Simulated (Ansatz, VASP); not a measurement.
Re: VASP beside Ansatz

```xyz
2
Lattice="2.7392 0.0000 0.0000 -1.3696 2.3722 0.0000 0.0000 0.0000 4.4119" Properties=species:S:1:pos:R:3 pbc="T T T"
Re    0.0000    1.5815    1.1030
Re    1.3696    0.7907    3.3089
```

Alike in both runs: task single point; functional LDA; k mesh 13 × 13 × 7; occupations methfessel-paxton of order 1, width 0.1 eV; no spin polarisation.

|  | VASP | Ansatz |
| --- | --- | --- |
| version | VASP 6.6.1 | Ansatz 0.2.0 |
| potentials or method | VASP PAW LDA potentials, release 64 (Re), cutoff 600 eV | plane waves (420 eV) with PAW, scalar-relativistic |
| valence electrons in the cell | 14 | 30 |

VASP gave:

| Property | Result |
| --- | --- |
| pressure (GPa) | 1.4 |
| traceless stress, the component that is largest in VASP (GPa) | -0.20 |

Q: What did Ansatz give for the same quantities?

A: Pressure (GPa): -0.3; traceless stress, the component that is largest in VASP (GPa): -0.13.

Ansatz warns that its potentials were made for another functional, while VASP's fit it. LDA's correlation is that of Perdew and Zunger in VASP and of Perdew and Wang (1992) in Ansatz. VASP's potentials hold 14 valence electrons a cell and Ansatz's 30, so a difference there can come from the potentials and not from the codes.

Neither program's run includes spin-orbit coupling.
